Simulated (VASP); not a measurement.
# Si2P3 (P-4m2) in VASP: single point with PBE

Aim: the single point of Si2P3 with PBE.

Program: VASP 6.6.1. These are calculated values, not measurements. Logs are shortened: lines on timing, memory, paths and dates and some standing lists are left out, and cuts for length are marked.

## Step 1: The cell of the first run

The structure is tetragonal, space group P-4m2 (No. 115). Conventional cell: a = 3.461 Å, b = 3.461 Å, c = 7.193 Å, α = 90.00°, β = 90.00°, γ = 90.00°. Within 3.2 Å of Si (site symmetry -4m2) lie 4 Si at 2.45 Å and 4 P at 2.72 Å. Si (site symmetry -4m2) has 4 Si at 2.45 Å and 4 P at 2.72 Å within 3.2 Å. Within 3.0 Å of P (site symmetry -4m2) lie 4 P at 2.29 Å. P (site symmetry 2mm) has 2 P at 2.29 Å and 4 Si at 2.72 Å within 3.0 Å.

The cell was built from a structure type or drawn by symmetry, and may not be a known phase.

## Step 2: Single point, PBE

File INCAR:

```
PREC = Accurate
ENCUT = 500
EDIFF = 1E-6
ISMEAR = 0
SIGMA = 0.2
LREAL = False
LASPH = True
NELM = 120
ALGO = Normal
ISIF = 2
LWAVE = False
LCHARG = True
GGA = PE
LELF = True
LVHAR = True
NBANDS = 20
GGA_COMPAT = False
```

File KPOINTS:

```
regular mesh
0
Gamma
  5 5 2
```

File POSCAR:

```
Si2P3
1.0
    3.4614101732      0.0000000000      0.0000000000
    0.0000000000      3.4614101732      0.0000000000
    0.0000000000      0.0000000000      7.1926453156
Si P
2 3
Direct
    0.0000000000      0.0000000000      0.0000000000
    0.5000000000      0.5000000000      0.0000000000
    0.0000000000      0.0000000000      0.5000000000
    0.0000000000      0.5000000000      0.7091394376
    0.5000000000      0.0000000000      0.2908605624
```

Potentials or basis: VASP PAW PBE potentials, release 64 (Si, P).

The run is started by

```bash
$ cat potpaw_PBE.64/Si/POTCAR potpaw_PBE.64/P/POTCAR > POTCAR
$ mpirun -np 1 vasp_std > vasp.out
```

OUTCAR:

```text
PREC = Accurate
   ENCUT = 500
   EDIFF = 1E-6
   ISMEAR = 0
   LREAL = False
   LASPH = True
   NELM = 120
   ISIF = 2
   GGA = PE

 ion  position               nearest neighbor table
   1  0.000  0.000  0.000-   2 2.45   2 2.45   2 2.45   2 2.45   4 2.72   5 2.72   5 2.72   4 2.72

   2  0.500  0.500  0.000-   1 2.45   1 2.45   1 2.45   1 2.45   5 2.72   5 2.72   4 2.72   4 2.72

   3  0.000  0.000  0.500-   4 2.29   5 2.29   4 2.29   5 2.29
   4  0.000  0.500  0.709-   3 2.29   3 2.29   1 2.72   1 2.72   2 2.72   2 2.72
   5  0.500  0.000  0.291-   3 2.29   3 2.29   1 2.72   2 2.72   1 2.72   2 2.72

  LATTYP: Found a simple tetragonal cell.
 ALAT       =     3.4614101732
 C/A-ratio  =     2.0779523245

  Lattice vectors:

 A1 = (   3.4614101732,   0.0000000000,   0.0000000000)
 A2 = (   0.0000000000,   3.4614101732,   0.0000000000)
 A3 = (   0.0000000000,   0.0000000000,   7.1926453156)

Analysis of symmetry for initial positions (statically):
=====================================================================
 Subroutine PRICEL returns:
 Original cell was already a primitive cell.

 Routine SETGRP: Setting up the symmetry group for a
 simple tetragonal supercell.

 Subroutine GETGRP returns: Found  8 space group operations
 (whereof  8 operations were pure point group operations)
 out of a pool of 16 trial point group operations.

The static configuration has the point symmetry D_2d.

Analysis of symmetry for dynamics (positions and initial velocities):
=====================================================================
 Subroutine PRICEL returns:
 Original cell was already a primitive cell.

 Routine SETGRP: Setting up the symmetry group for a
 simple tetragonal supercell.

 Subroutine GETGRP returns: Found  8 space group operations
 (whereof  8 operations were pure point group operations)
 out of a pool of 16 trial point group operations.

The dynamic configuration has the point symmetry D_2d.

 Subroutine INISYM returns: Found  8 space group operations
 (whereof  8 operations are pure point group operations),
 and found     1 'primitive' translations

----------------------------------------------------------------------------------------

                                     Primitive cell

  volume of cell :      86.1777

  direct lattice vectors                    reciprocal lattice vectors
     3.461410173  0.000000000  0.000000000     0.288899596  0.000000000  0.000000000
     0.000000000  3.461410173  0.000000000     0.000000000  0.288899596  0.000000000
     0.000000000  0.000000000  7.192645316     0.000000000  0.000000000  0.139030907

  length of vectors
     3.461410173  3.461410173  7.192645316     0.288899596  0.288899596  0.139030907

  position of ions in fractional coordinates (direct lattice)
     0.000000000  0.000000000  0.000000000
     0.500000000  0.500000000  0.000000000
     0.000000000  0.000000000  0.500000000
     0.000000000  0.500000000  0.709139438
     0.500000000  0.000000000  0.290860562

  ion indices of the primitive-cell ions
   primitive index   ion index
                 1           1
                 2           2
                 3           3
                 4           4
                 5           5

----------------------------------------------------------------------------------------

 KPOINTS: regular mesh

Automatic generation of k-mesh.
 Grid dimensions read from file:
 generate k-points for:    5    5    2

 Generating k-lattice:

  Cartesian coordinates                     Fractional coordinates (reciprocal lattice)
     0.057779919  0.000000000  0.000000000     0.200000000  0.000000000  0.000000000
     0.000000000  0.057779919  0.000000000     0.000000000  0.200000000  0.000000000
     0.000000000  0.000000000  0.069515453     0.000000000  0.000000000  0.500000000

  Length of vectors
     0.057779919  0.057779919  0.069515453

  Shift w.r.t. Gamma in fractional coordinates (k-lattice)
     0.000000000  0.000000000  0.000000000

 Subroutine IBZKPT returns following result:
 ===========================================

 Found     12 irreducible k-points:

 Following reciprocal coordinates:
            Coordinates               Weight
  0.000000  0.000000  0.000000      1.000000
  0.200000  0.000000  0.000000      4.000000
  0.400000  0.000000  0.000000      4.000000
  0.200000  0.200000  0.000000      4.000000
  0.400000  0.200000  0.000000      8.000000
  0.400000  0.400000  0.000000      4.000000
  0.000000  0.000000  0.500000      1.000000
  0.200000  0.000000  0.500000      4.000000
  0.400000  0.000000  0.500000      4.000000
  0.200000  0.200000  0.500000      4.000000
  0.400000  0.200000  0.500000      8.000000
  0.400000  0.400000  0.500000      4.000000
   k-points           NKPTS =     12   k-points in BZ     NKDIM =     12   number of bands    NBANDS=     20
   number of dos      NEDOS =    301   number of ions     NIONS =      5
   total plane-waves  NPLWV =  42336
   dimension x,y,z NGX =    28 NGY =   28 NGZ =   54
   dimension x,y,z NGXF=    56 NGYF=   56 NGZF=  108
   ions per type =               2   3
   NGX,Y,Z   is equivalent  to a cutoff of  13.45, 13.45, 12.48 a.u.
   NGXF,Y,Z  is equivalent  to a cutoff of  26.90, 26.90, 24.96 a.u.
 SYSTEM =  unknown system
   PREC   = accura    normal or accurate (medium, high low for compatibility)
   ISTART =      0    job   : 0-new  1-cont  2-samecut
   ICHARG =      2    charge: 1-file 2-atom 10-const
   ISPIN  =      1    spin polarized calculation?
   LNONCOLLINEAR =      F non collinear calculations
   LSORBIT =      F    spin-orbit coupling
   LASPH  =      T    aspherical Exc in radial PAW
   ENCUT  =  500.0 eV  36.75 Ry    6.06 a.u.   6.31  6.31 13.11*2*pi/ulx,y,z
   NELM   =    120;   NELMIN=  2; NELMDL= -5     # of ELM steps
   EDIFF  = 0.1E-05   stopping-criterion for ELM
   LREAL  =      F    real-space projection
   EDIFFG = 0.1E-04   stopping-criterion for IOM
   NSW    =      0    number of steps for IOM
   IBRION =     -1    ionic relax: 0-MD 1-quasi-New 2-CG
   NFREE  =      0    steps in history (QN), initial steepest desc. (CG)
   ISIF   =      2    stress and relaxation
   ISYM   =      2    0-nonsym 1-usesym 2-fastsym
   POTIM  = 0.5000    time-step for ionic-motion
   TEBEG  =    0.0;   TEEND  =   0.0 temperature during run
   PSTRESS=    0.0 pullay stress
   NELECT =      23.0000    total number of electrons
   NUPDOWN=      -1.0000    fix difference up-down
   EMIN   =  10.00;   EMAX   =-10.00  energy-range for DOS
   EFERMI =   0.00;   METHOD = LEGACY
   ISMEAR =     0;   SIGMA  =   0.20  broadening in eV -4-tet -1-fermi 0-gaus
   EFERMI_NEDOS =   21; number of points for ismear=-14 and -15
   IALGO  =     38    algorithm
   IMIX   =      4    mixing-type and parameters
     AMIX     =   0.40;   BMIX     =  1.00
     AMIX_MAG =   1.60;   BMIX_MAG =  1.00
  volume/ion in A,a.u.               =      17.24       116.31
  Fermi-wavevector in a.u.,A,eV,Ry     =   1.054029  1.991826 15.115759  1.110977
  Thomas-Fermi vector in A             =   2.189173
   LORBIT       =      0    0 simple, 1 ext, 2 COOP (PROOUT), +10 PAW based schemes
   GGA     = PE    functional components
   LHFCALC =     F    Hartree Fock is set to
   AEXX    =    0.0000 exact exchange contribution
   IVDW    =     0    specifies the selected vdW correction
   LEPSILON=     F    determine dielectric tensor
   LRPA    =     F    only Hartree local field effects (RPA)
 non-spin polarized calculation
 Gauss-broadening in eV      SIGMA  =   0.20
  energy-cutoff  :      500.00
  volume of cell :       86.18
 maximum number of plane-waves:      2203
 NGX is ok and might be reduce to    28
   NGX = 13   NGY = 13   NGZ = 27

 number of electron      23.0000002 magnetization

 Free energy of the ion-electron system (eV)
  ---------------------------------------------------
  ext. energy  EPLUGINS =         0.00000000
  ---------------------------------------------------
  free energy    TOTEN  =       -25.01524692 eV

  energy without entropy =      -24.95596449  energy(sigma->0) =      -24.98560571

 E-fermi :   7.6268     XC(G=0): -10.2987

 val. band max:        7.5421844887   @ k =   0.2000   0.0000   0.5000
 cond. band min:       7.7074062958   @ k =   0.4000   0.2000   0.5000
 fundamental gap:      0.1652218072
 Fermi energy:         7.6267842596

 k-point     1 :       0.0000    0.0000    0.0000
  band No.  band energies     occupation
      1      -7.4366      2.00000
      2      -4.9185      2.00000
      3      -4.4973      2.00000
      4       2.4569      2.00000
      5       2.5213      2.00000
      6       3.6846      2.00000
[... 12 lines left out ...]
     19      12.7783      0.00000
     20      13.1052      0.00000

 k-point     2 :       0.2000    0.0000    0.0000
  band No.  band energies     occupation
      1      -7.0636      2.00000
      2      -4.5292      2.00000
      3      -4.2258      2.00000
      4       0.9665      2.00000
      5       2.0093      2.00000
      6       2.6011      2.00000
[... 12 lines left out ...]
     19      12.5068      0.00000
     20      12.6913      0.00000

 k-point     3 :       0.4000    0.0000    0.0000
  band No.  band energies     occupation
      1      -6.1645      2.00000
      2      -4.1879      2.00000
      3      -3.1066      2.00000
      4      -0.9709      2.00000
      5      -0.5804      2.00000
      6       1.6533      2.00000
[... 12 lines left out ...]
     19      14.0922      0.00000
     20      14.5359      0.00000

 k-point     4 :       0.2000    0.2000    0.0000
  band No.  band energies     occupation
      1      -6.6860      2.00000
      2      -4.0905      2.00000
      3      -4.0072      2.00000
      4       0.7291      2.00000
      5       1.9616      2.00000
      6       2.2112      2.00000
[... 153 lines left out ...]
 k-point    11 :       0.4000    0.2000    0.5000
  band No.  band energies     occupation
      1      -5.6261      2.00000
      2      -4.3429      2.00000
      3      -2.3431      2.00000
      4      -1.2585      2.00000
      5       0.4537      2.00000
      6       1.7252      2.00000
[... 12 lines left out ...]
     19      13.1608      0.00000
     20      13.2510      0.00000

 k-point    12 :       0.4000    0.4000    0.5000
  band No.  band energies     occupation
      1      -4.5933      2.00000
      2      -3.5359      2.00000
      3      -2.3112      2.00000
      4      -0.8849      2.00000
      5       0.0758      2.00000
      6       1.0141      2.00000
[... 12 lines left out ...]
     19      15.5923      0.00000
     20      15.8970      0.00000

------------------------ aborting loop because EDIFF is reached ----------------------------------------

  FORCE on cell =-STRESS in cart. coord.  units (eV):
  Direction    XX          YY          ZZ          XY          YZ          ZX
  --------------------------------------------------------------------------------------
  -------------------------------------------------------------------------------------
  Total        0.2164327      0.2164327     -0.1321362      0.0000000      0.0000000      0.0000000
  in kB        4.0238219      4.0238219     -2.4566186      0.0000000      0.0000000      0.0000000
  external PRESSURE =       1.8636751 kB  Pullay stress =       0.0000000 kB

 VOLUME and BASIS-vectors are now :
 -----------------------------------------------------------------------------
  energy-cutoff  :      500.00
  volume of cell :       86.18
      direct lattice vectors                 reciprocal lattice vectors
     3.461410173  0.000000000  0.000000000     0.288899596  0.000000000  0.000000000
     0.000000000  3.461410173  0.000000000     0.000000000  0.288899596  0.000000000
     0.000000000  0.000000000  7.192645316     0.000000000  0.000000000  0.139030907

 POSITION                                       TOTAL-FORCE (eV/Angst)
 -----------------------------------------------------------------------------------
      0.00000      0.00000      0.00000         0.000000      0.000000     -0.000000
      1.73071      1.73071      0.00000         0.000000     -0.000000     -0.000000
      0.00000      0.00000      3.59632        -0.000000     -0.000000     -0.000000
      0.00000      1.73071      5.10059         0.000000     -0.000000     -0.057841
      1.73071      0.00000      2.09206         0.000000      0.000000      0.057841
 -----------------------------------------------------------------------------------
    total drift:                               -0.000000     -0.000000      0.000000

  FREE ENERGIE OF THE ION-ELECTRON SYSTEM (eV)
  ---------------------------------------------------
  free  energy   TOTEN  =       -25.0152469208 eV

  energy  without entropy=      -24.9559644936  energy(sigma->0) =      -24.98560571
```

Wall time 28 s (1 thread of AMD EPYC 7R43 (Zen 3), shared host); peak memory 0.15 GiB.

What came out:

- Free energy: -25.0152 eV
- Pressure: 0.2 GPa
- Largest force: 0.058 eV/Å
- Band gap on the k mesh: zero (an odd number of electrons rules out a gap without spin polarisation)

Forces in eV/Å, atoms in the order of the input:
```
Si   0.000  0.000  0.000
Si   0.000  0.000  0.000
P    0.000  0.000  0.000
P    0.000  0.000 -0.058
P    0.000  0.000  0.058
```

Levels at points of the mesh, in eV from the Fermi level:
| k point | band 9 | band 10 | band 11 | band 12 | band 13 | band 14 |
| --- | --- | --- | --- | --- | --- | --- |
| (0.00, 0.00, 0.00) | -1.99 | -0.76 | -0.50 | -0.50 | -0.10 | 1.39 |
| (0.00, 0.00, 0.50) | -1.25 | -0.81 | -0.47 | 0.90 | 0.91 | 1.00 |

Caveat: the k points lie up to 0.44 Å⁻¹ apart, too coarse for converged energies and pressures of a metal.
